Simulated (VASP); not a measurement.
## C: single point with PBEsol

C:

```
C
1.0
     1.23616    0.71370    3.36918
    -1.23616    0.71370    3.36918
     0.00000   -1.42740    3.36918
C
2
Cartesian
  0.0000 0.0000 8.4499
  0.0000 0.0000 1.6576
```

```json
{
  "Program": "VASP 6.6.1",
  "Task": "single point",
  "Functional": "PBEsol",
  "Potentials or basis": "VASP PAW PBE potentials, release 64 (C)",
  "Cutoff": "520 eV",
  "k mesh": "14 × 14 × 14",
  "Occupations": "fermi-dirac, width 0.1 eV",
  "Spin": "no spin polarisation",
  "Dipole correction": "no",
  "Further INCAR settings": "ALGO = Normal; EDIFF = 1e-06; NBANDS = 11"
}
```

```yaml
Pressure: -3.7 GPa
Largest_force: 0.879 eV/Å
Band_gap_on_the_k_mesh: 0.55 eV, direct
```

Forces in eV/Å, atoms in the order of the input:
```
C    0.000  0.000 -0.879
C    0.000  0.000  0.879
```

Stress tensor (GPa, compression positive):
```
-5.80  0.00  0.00
 0.00 -5.80  0.00
 0.00  0.00  0.65
```

Levels at points of the mesh, in eV from the valence-band top:
```
           k point  band 1  band 2  band 3  band 4  band 5  band 6  band 7  band 8  band 9
(0.00, 0.00, 0.00)  -19.32   -6.29   -2.72   -2.72    4.20    8.50    8.50   11.53   12.77
(0.50, 0.00, 0.00)  -13.98  -12.97   -6.08   -1.71    2.05    7.71   12.23   12.31   18.36
(0.50, 0.50, 0.00)  -13.87  -12.88   -6.13   -2.52    1.56    7.32   12.88   15.29   19.57
(0.50, 0.50, 0.50)  -19.02   -8.29   -2.74   -2.74    8.46    8.46   10.50   11.58   12.57
```

It took 28 s on 1 thread of Intel(R) Xeon(R) 6975P-C (Granite Rapids), on a shared host, peak memory 0.17 GiB.

Caveat: the PAW data sets were made with another functional, which shifts forces and pressure a little. PBEsol gaps usually lie below the measured ones, often by a third to a half.
